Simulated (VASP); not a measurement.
# Ti2O (C2/m) in VASP: single point with PBEsol

Aim: the single point of Ti2O with PBEsol.

All numbers are computed with VASP 6.6.1; they aren't measurements. Logs are shortened: lines on timing, memory, paths and dates and some standing lists are left out, and cuts for length are marked.

### 1 The cell of the first run

The typed cell holds 3 atoms: a = 2.953 Å, b = 2.953 Å, c = 4.724 Å, α = 89.99°, β = 90.00°, γ = 119.99°.

### 2 Single point, PBEsol

Input file INCAR:

```
SYSTEM = Ti2O
PREC = Accurate
ENCUT = 520
EDIFF = 1E-7
ISMEAR = 0
SIGMA = 0.15
LREAL = .False.
LASPH = .True.
NELM = 80
ALGO = Normal
ISIF = 2
LWAVE = .False.
LCHARG = .False.
GGA = PS
NBANDS = 22
```

Input file KPOINTS:

```
regular mesh
0
Gamma
  12 12 8
  0 0 0
```

Input file POSCAR:

```
Ti2O
1.0
    2.9528698029     -0.0000047264     -0.0000237301
   -1.4764389946      2.5579636017      0.0002657924
   -0.0000379603      0.0004690377      4.7243010652
Ti O
2 1
Direct
    0.6666303385      0.3332364416      0.2626074630
    0.3333689824      0.6667649596      0.7373921253
    0.0000006792     -0.0000014012      0.0000004118
```

Potentials or basis: VASP PAW PBE potentials, release 64 (Ti_sv, O).

Command:

```bash
> cat potpaw_PBE.64/Ti_sv/POTCAR potpaw_PBE.64/O/POTCAR > POTCAR
> mpirun -np 1 vasp_std > vasp.out
```

OUTCAR:

```text
SYSTEM = Ti2O
   PREC = Accurate
   ENCUT = 520
   EDIFF = 1E-7
   ISMEAR = 0
   LREAL = .False.
   LASPH = .True.
   NELM = 80
   ISIF = 2
   GGA = PS

 ion  position               nearest neighbor table
   1  0.667  0.333  0.263-   3 2.11   3 2.11   3 2.11   2 2.82   2 2.82   2 2.82
   2  0.333  0.667  0.737-   3 2.11   3 2.11   3 2.11   1 2.82   1 2.82   1 2.82
   3  0.000  1.000  0.000-   2 2.11   1 2.11   1 2.11   2 2.11   1 2.11   2 2.11

  LATTYP: Found a triclinic cell.
 ALAT       =     2.9534809908
 B/A-ratio  =     0.9997930619
 C/A-ratio  =     1.5995705079
 COS(alpha) =     0.0000160716
 COS(beta)  =     0.0001799962
 COS(gamma) =     0.4998993038

  Lattice vectors:

 A1 = (  -1.4764389946,   2.5579636017,   0.0002657924)
 A2 = (  -2.9528698029,   0.0000047264,   0.0000237301)
 A3 = (  -0.0000379603,   0.0004690377,   4.7243010652)

Analysis of symmetry for initial positions (statically):
=====================================================================
 Subroutine PRICEL returns:
 Original cell was already a primitive cell.

 Routine SETGRP: Setting up the symmetry group for a
 triclinic supercell.

 Subroutine GETGRP returns: Found  2 space group operations
 (whereof  2 operations were pure point group operations)
 out of a pool of  2 trial point group operations.

The static configuration has the point symmetry S_2 .

Analysis of symmetry for dynamics (positions and initial velocities):
=====================================================================
 Subroutine PRICEL returns:
 Original cell was already a primitive cell.

 Routine SETGRP: Setting up the symmetry group for a
 triclinic supercell.

 Subroutine GETGRP returns: Found  2 space group operations
 (whereof  2 operations were pure point group operations)
 out of a pool of  2 trial point group operations.

The dynamic configuration has the point symmetry S_2 .

 Subroutine INISYM returns: Found  2 space group operations
 (whereof  2 operations are pure point group operations),
 and found     1 'primitive' translations

----------------------------------------------------------------------------------------

                                     Primitive cell

  volume of cell :      35.6842

  direct lattice vectors                    reciprocal lattice vectors
     2.952869803 -0.000004726 -0.000023730     0.338653916  0.195468713 -0.000016685
    -1.476438995  2.557963602  0.000265792     0.000000625  0.390936342 -0.000038813
    -0.000037960  0.000469038  4.724301065     0.000001701 -0.000021013  0.211671525

  length of vectors
     2.952869803  2.953480991  4.724301089     0.391017254  0.390936344  0.211671526

  position of ions in fractional coordinates (direct lattice)
     0.666630338  0.333236442  0.262607463
     0.333368982  0.666764960  0.737392125
     0.000000679  0.999998599  0.000000412

  ion indices of the primitive-cell ions
   primitive index   ion index
                 1           1
                 2           2
                 3           3

----------------------------------------------------------------------------------------

 KPOINTS: regular mesh

Automatic generation of k-mesh.
 Grid dimensions read from file:
 generate k-points for:   12   12    8

 Generating k-lattice:

  Cartesian coordinates                     Fractional coordinates (reciprocal lattice)
     0.028221160  0.016289059 -0.000001390     0.083333333  0.000000000 -0.000000000
     0.000000052  0.032578029 -0.000003234     0.000000000  0.083333333 -0.000000000
     0.000000213 -0.000002627  0.026458941    -0.000000000 -0.000000000  0.125000000

  Length of vectors
     0.032584771  0.032578029  0.026458941

  Shift w.r.t. Gamma in fractional coordinates (k-lattice)
     0.000000000  0.000000000  0.000000000

 Subroutine IBZKPT returns following result:
 ===========================================

 Found    580 irreducible k-points:

 Following reciprocal coordinates:
            Coordinates               Weight
  0.000000  0.000000  0.000000      1.000000
  0.083333  0.000000 -0.000000      2.000000
  0.083333 -0.083333  0.000000      2.000000
  0.166667 -0.000000 -0.000000      2.000000
  0.166667 -0.166667  0.000000      2.000000
  0.250000  0.000000 -0.000000      2.000000
[... 16 lines left out ...]
  0.416667  0.083333  0.000000      2.000000
  0.416667  0.500000  0.000000      2.000000
 [... further k-points ...]
   k-points           NKPTS =    580   k-points in BZ     NKDIM =    580   number of bands    NBANDS=     22
   number of dos      NEDOS =    301   number of ions     NIONS =      3
   total plane-waves  NPLWV =  20736
   dimension x,y,z NGX =    24 NGY =   24 NGZ =   36
   dimension x,y,z NGXF=    48 NGYF=   48 NGZF=   72
   ions per type =               2   1
   NGX,Y,Z   is equivalent  to a cutoff of  13.51, 13.51, 12.67 a.u.
   NGXF,Y,Z  is equivalent  to a cutoff of  27.02, 27.02, 25.34 a.u.
 SYSTEM =  Ti2O
   PREC   = accura    normal or accurate (medium, high low for compatibility)
   ISTART =      0    job   : 0-new  1-cont  2-samecut
   ICHARG =      2    charge: 1-file 2-atom 10-const
   ISPIN  =      1    spin polarized calculation?
   LNONCOLLINEAR =      F non collinear calculations
   LSORBIT =      F    spin-orbit coupling
   LASPH  =      T    aspherical Exc in radial PAW
   ENCUT  =  520.0 eV  38.22 Ry    6.18 a.u.   5.49  5.49  8.78*2*pi/ulx,y,z
   NELM   =     80;   NELMIN=  2; NELMDL= -5     # of ELM steps
   EDIFF  = 0.1E-06   stopping-criterion for ELM
   LREAL  =      F    real-space projection
   EDIFFG = 0.1E-05   stopping-criterion for IOM
   NSW    =      0    number of steps for IOM
   IBRION =     -1    ionic relax: 0-MD 1-quasi-New 2-CG
   NFREE  =      0    steps in history (QN), initial steepest desc. (CG)
   ISIF   =      2    stress and relaxation
   ISYM   =      2    0-nonsym 1-usesym 2-fastsym
   POTIM  = 0.5000    time-step for ionic-motion
   TEBEG  =    0.0;   TEEND  =   0.0 temperature during run
   PSTRESS=    0.0 pullay stress
   NELECT =      30.0000    total number of electrons
   NUPDOWN=      -1.0000    fix difference up-down
   EMIN   =  10.00;   EMAX   =-10.00  energy-range for DOS
   EFERMI =   0.00;   METHOD = LEGACY
   ISMEAR =     0;   SIGMA  =   0.15  broadening in eV -4-tet -1-fermi 0-gaus
   EFERMI_NEDOS =   21; number of points for ismear=-14 and -15
   IALGO  =     38    algorithm
   IMIX   =      4    mixing-type and parameters
     AMIX     =   0.40;   BMIX     =  1.00
     AMIX_MAG =   1.60;   BMIX_MAG =  1.00
  volume/ion in A,a.u.               =      11.89        80.27
  Fermi-wavevector in a.u.,A,eV,Ry     =   1.545100  2.919816 32.481659  2.387335
  Thomas-Fermi vector in A             =   2.650527
   LORBIT       =      0    0 simple, 1 ext, 2 COOP (PROOUT), +10 PAW based schemes
   GGA     = PS    functional components
   LHFCALC =     F    Hartree Fock is set to
   AEXX    =    0.0000 exact exchange contribution
   IVDW    =     0    specifies the selected vdW correction
   LEPSILON=     F    determine dielectric tensor
   LRPA    =     F    only Hartree local field effects (RPA)
 non-spin polarized calculation
 Gauss-broadening in eV      SIGMA  =   0.15
  energy-cutoff  :      520.00
  volume of cell :       35.68
 maximum number of plane-waves:       990
 NGX is ok and might be reduce to    24
   NGX = 11   NGY = 11   NGZ = 17

 number of electron      29.9999997 magnetization

 Free energy of the ion-electron system (eV)
  ---------------------------------------------------
  ext. energy  EPLUGINS =         0.00000000
  ---------------------------------------------------
  free energy    TOTEN  =       -27.61566657 eV

  energy without entropy =      -27.60159389  energy(sigma->0) =      -27.60863023

 E-fermi :  10.0148     XC(G=0): -12.5774

 val. band max:       10.0143599480   @ k =   0.0833  -0.1667   0.2500
 cond. band min:      10.0151023323   @ k =  -0.1667   0.0833   0.2500
 fundamental gap:      0.0007423843
 Fermi energy:        10.0147649521

 k-point     1 :       0.0000    0.0000    0.0000
  band No.  band energies     occupation
      1     -46.9449      2.00000
      2     -46.8069      2.00000
      3     -23.7337      2.00000
      4     -23.0429      2.00000
      5     -23.0426      2.00000
      6     -22.9534      2.00000
[... 14 lines left out ...]
     21      11.2103      0.00000
     22      14.1054      0.00000

 k-point     2 :       0.0833    0.0000   -0.0000
  band No.  band energies     occupation
      1     -46.9379      2.00000
      2     -46.8040      2.00000
      3     -23.7135      2.00000
      4     -23.0805      2.00000
      5     -23.0553      2.00000
      6     -22.9911      2.00000
[... 14 lines left out ...]
     21      11.5598      0.00000
     22      13.7012      0.00000

 k-point     3 :       0.0833   -0.0833    0.0000
  band No.  band energies     occupation
      1     -46.9379      2.00000
      2     -46.8040      2.00000
      3     -23.7135      2.00000
      4     -23.0805      2.00000
      5     -23.0553      2.00000
      6     -22.9911      2.00000
[... 14 lines left out ...]
     21      11.5598      0.00000
     22      13.7012      0.00000

 k-point     4 :       0.1667   -0.0000   -0.0000
  band No.  band energies     occupation
      1     -46.9181      2.00000
      2     -46.7965      2.00000
      3     -23.6564      2.00000
      4     -23.1830      2.00000
      5     -23.0889      2.00000
      6     -23.0872      2.00000
[... 14 lines left out ...]
     21      12.1295      0.00000
     22      13.2231      0.00000

 k-point     5 :       0.1667   -0.1667    0.0000
  band No.  band energies     occupation
      1     -46.9181      2.00000
      2     -46.7965      2.00000
      3     -23.6564      2.00000
      4     -23.1830      2.00000
      5     -23.0889      2.00000
      6     -23.0872      2.00000
[... 14 lines left out ...]
     21      12.1295      0.00000
     22      13.2231      0.00000

 k-point     6 :       0.2500    0.0000   -0.0000
  band No.  band energies     occupation
      1     -46.8899      2.00000
      2     -46.7874      2.00000
      3     -23.5729      2.00000
      4     -23.3249      2.00000
      5     -23.2108      2.00000
      6     -23.1280      2.00000
[... 14 lines left out ...]
     21      12.7539      0.00000
     22      13.1460      0.00000

 k-point     7 :       0.2500   -0.2500    0.0000
  band No.  band energies     occupation
      1     -46.8899      2.00000
      2     -46.7874      2.00000
      3     -23.5729      2.00000
      4     -23.3249      2.00000
      5     -23.2108      2.00000
      6     -23.1280      2.00000
[... 324 lines left out ...]
      6     -23.1455      2.00000
[... 14 lines left out ...]
     21      12.9159      0.00000
     22      13.4822      0.00000

 k-point    21 :       0.3333    0.0833   -0.0000
  band No.  band energies     occupation
      1     -46.8425      2.00000
      2     -46.7784      2.00000
      3     -23.5389      2.00000
      4     -23.4081      2.00000
      5     -23.3639      2.00000
      6     -23.1931      2.00000
[... 14 lines left out ...]
     21      13.0774      0.00000
     22      13.4806      0.00000

 k-point    22 :       0.3333   -0.4167    0.0000
  band No.  band energies     occupation
      1     -46.8425      2.00000
      2     -46.7784      2.00000
      3     -23.5390      2.00000
      4     -23.4081      2.00000
      5     -23.3639      2.00000
      6     -23.1931      2.00000
[... 14 lines left out ...]
     21      13.0776      0.00000
     22      13.4805      0.00000

 k-point    23 :       0.4167    0.0833    0.0000
  band No.  band energies     occupation
      1     -46.8232      2.00000
      2     -46.7788      2.00000
      3     -23.6067      2.00000
      4     -23.4235      2.00000
      5     -23.3215      2.00000
      6     -23.2208      2.00000
[... 14 lines left out ...]
     21      13.1953      0.00000
     22      13.2728      0.00000

 k-point    24 :       0.4167    0.5000    0.0000
  band No.  band energies     occupation
      1     -46.8232      2.00000
      2     -46.7788      2.00000
      3     -23.6067      2.00000
      4     -23.4235      2.00000
      5     -23.3216      2.00000
      6     -23.2208      2.00000
[... 14 lines left out ...]
     21      13.1954      0.00000
     22      13.2728      0.00000

 [... further k-points ...]

------------------------ aborting loop because EDIFF is reached ----------------------------------------

  FORCE on cell =-STRESS in cart. coord.  units (eV):
  Direction    XX          YY          ZZ          XY          YZ          ZX
  --------------------------------------------------------------------------------------
  -------------------------------------------------------------------------------------
  Total        0.0783344      0.0668946      0.0672457      0.0003139     -0.0014154      0.0002730
  in kB        3.5171219      3.0034890      3.0192529      0.0140948     -0.0635492      0.0122594
  external PRESSURE =       3.1799546 kB  Pullay stress =       0.0000000 kB

 VOLUME and BASIS-vectors are now :
 -----------------------------------------------------------------------------
  energy-cutoff  :      520.00
  volume of cell :       35.68
      direct lattice vectors                 reciprocal lattice vectors
     2.952869803 -0.000004726 -0.000023730     0.338653916  0.195468713 -0.000016685
    -1.476438995  2.557963602  0.000265792     0.000000625  0.390936342 -0.000038813
    -0.000037960  0.000469038  4.724301065     0.000001701 -0.000021013  0.211671525

 POSITION                                       TOTAL-FORCE (eV/Angst)
 -----------------------------------------------------------------------------------
      1.47646      0.85253      1.24071        -0.000127      0.000357      0.052631
     -0.00007      1.70590      3.48383         0.000127     -0.000357     -0.052631
     -1.47643      2.55796      0.00027        -0.000000      0.000000      0.000000
 -----------------------------------------------------------------------------------
    total drift:                                0.002847     -0.002505      0.001142

  FREE ENERGIE OF THE ION-ELECTRON SYSTEM (eV)
  ---------------------------------------------------
  free  energy   TOTEN  =       -27.6156665682 eV

  energy  without entropy=      -27.6015938871  energy(sigma->0) =      -27.60863023
```

Run time: 12 min. Hardware: 1 thread of Intel Xeon 8259CL, shared host; peak memory 0.48 GiB.

What came out:

```yaml
Free_energy: -27.6157 eV
Pressure: 0.3 GPa
Largest_force: 0.053 eV/Å
Band_gap_on_the_k_mesh: zero (bands 15 and 16 overlap by 0.75 eV)
```

Forces on the atoms (eV/Å):
```
Ti   0.000  0.000  0.053
Ti   0.000  0.000 -0.053
O    0.000  0.000  0.000
```

Caveat: the PAW data sets were made with another functional, which shifts forces and pressure a little.
